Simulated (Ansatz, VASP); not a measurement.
PbF2: VASP beside Ansatz

```
Pb F
1.0
     0.00000    2.72116    3.53750
     2.72116    0.00000    3.53750
     2.72116    2.72116    0.00000
Pb F
1 2
Direct
  0.00000 0.00000 0.00000
  0.25000 0.25000 0.25000
  0.75000 0.75000 0.75000
```

Alike in both runs: task single point; functional PBEsol; k mesh 8 × 8 × 8; occupations gaussian, width 0.05 eV; no spin polarisation.

```csv
,VASP,Ansatz
version,VASP 6.6.1,Ansatz 0.2.0
potentials or method,"VASP PAW PBE potentials, release 64 (Pb_d, F), cutoff 520 eV","scalar-relativistic, plane waves, PAW"
valence electrons in the cell,28,28
```

|  | VASP | Ansatz | Ansatz less VASP |
| --- | --- | --- | --- |
| gap on the k mesh at the Fermi level (eV) | 3.08 | 3.08 | +0.006 |
| least direct gap on the mesh (eV) | 4.02 | 4.03 | +0.005 |
| pressure (GPa) | -3.8 | -3.6 | +0.22 |
| traceless stress, the component that is largest in VASP (GPa) | -12.21 | -12.23 | -0.019 |

VASP's potentials were made for PBE, not for PBEsol.

Spin-orbit coupling is off throughout.
